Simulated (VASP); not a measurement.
A run of VASP 6.6.1 is set up as follows.

Contents of INCAR:

```
SYSTEM = GaN
PREC = Accurate
ENCUT = 600
EDIFF = 1E-6
ISMEAR = -1
SIGMA = 0.05
LREAL = .FALSE.
LASPH = .TRUE.
NELM = 120
ALGO = Normal
ISIF = 2
LWAVE = .FALSE.
LCHARG = .FALSE.
GGA = CA
NBANDS = 16
GGA_COMPAT = .FALSE.
```

Contents of KPOINTS:

```
Automatic mesh
0
G
  8 8 8
  0 0 0
```

The input POSCAR:

```
GaN
1.0
    0.0000000000      2.1352400000      2.1352400000
    2.1352400000      0.0000000000      2.1352400000
    2.1352400000      2.1352400000      0.0000000000
Ga N
1 1
Direct
    0.0000000000      0.0000000000      0.0000000000
    0.5000000000      0.5000000000      0.5000000000
```

Potentials or basis: VASP PAW LDA potentials, release 64 (Ga_d, N).

Launch:

```sh
$ cat potpaw_LDA.64/Ga_d/POTCAR potpaw_LDA.64/N/POTCAR > POTCAR
$ mpirun -np 1 vasp_std > vasp.out
```

Q: What does it give for the band gap on the k mesh?

A: 0.24 eV, indirect (least direct gap 2.45 eV).

Q: Predict the pressure.

A: -12.5 GPa.

A k mesh can miss the band edges.
